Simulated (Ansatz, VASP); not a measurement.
**Two plane-wave programs on CdS**

Contents of INCAR:

```
ALGO     = Normal         # electronic algorithm
EDIFF    = 1E-6           # SCF threshold, eV
ENCUT    = 520            # plane-wave cutoff, eV
GGA      = PE             # functional
ISIF     = 2              # what is computed and relaxed
ISMEAR   = 0              # smearing method
LASPH    = True           # aspherical terms in the spheres
LCHARG   = False          # write CHGCAR
LREAL    = False          # projectors in reciprocal space
LWAVE    = False          # write WAVECAR
NBANDS   = 16             # bands
NELM     = 100            # most SCF steps
PREC     = Accurate       # precision mode
SIGMA    = 0.05           # smearing width, eV
```

The input KPOINTS:

```
k-points
0
Gamma
  8 8 8
```

The input POSCAR:

```
CdS
1.0
    0.0000000000      2.6772000000      3.0264000000
    2.6772000000      0.0000000000      3.0264000000
    2.6772000000      2.6772000000      0.0000000000
Cd S
1 1
Direct
    0.0000000000      0.0000000000      0.0000000000
    0.7500000000      0.7500000000      0.7500000000
```

Input for Ansatz:

```yaml
crystal:
  lattice:
    - [0.0, 2.6772, 3.0264]
    - [2.6772, 0.0, 3.0264]
    - [2.6772, 2.6772, 0.0]
  atoms:
    - { symbol: Cd, position: [0.0, 0.0, 0.0] }
    - { symbol: S, position: [0.75, 0.75, 0.75] }
basis:
  ecutwfc: 420
kpoints:
  mp_grid: { grid: [8, 8, 8] }
hamiltonian:
  xc: pbe
scf:
  occupations: { method: gaussian, width: 0.05 }
output:
  forces: true
  stress: true
  eigenvalues: true
```

Change from the starting cell: strain -0.080 along x and y, +0.040 along z, atoms carried along.

Alike in both runs: task single point; functional PBE; k mesh 8 × 8 × 8; occupations gaussian, width 0.05 eV; no spin polarisation.

```csv
,VASP,Ansatz
version,VASP 6.6.1,Ansatz 0.2.0
potentials or method,"VASP PAW PBE potentials, release 64 (Cd, S), cutoff 520 eV","scalar-relativistic, plane waves, PAW"
valence electrons in the cell,18,26
```

```csv
,VASP,Ansatz,Ansatz less VASP
gap on the k mesh at the Fermi level (eV),1.25,1.23,-0.015
least direct gap on the mesh (eV),1.25,1.23,-0.015
pressure (GPa),14.7,14.0,-0.63
"traceless stress, the component that is largest in VASP (GPa)",-0.80,-0.87,-0.066
```

The functional is the same, so the differences come from potentials, cutoffs and numerics. VASP's potentials hold 18 valence electrons a cell and Ansatz's 26, so a difference there can come from the potentials and not from the codes.
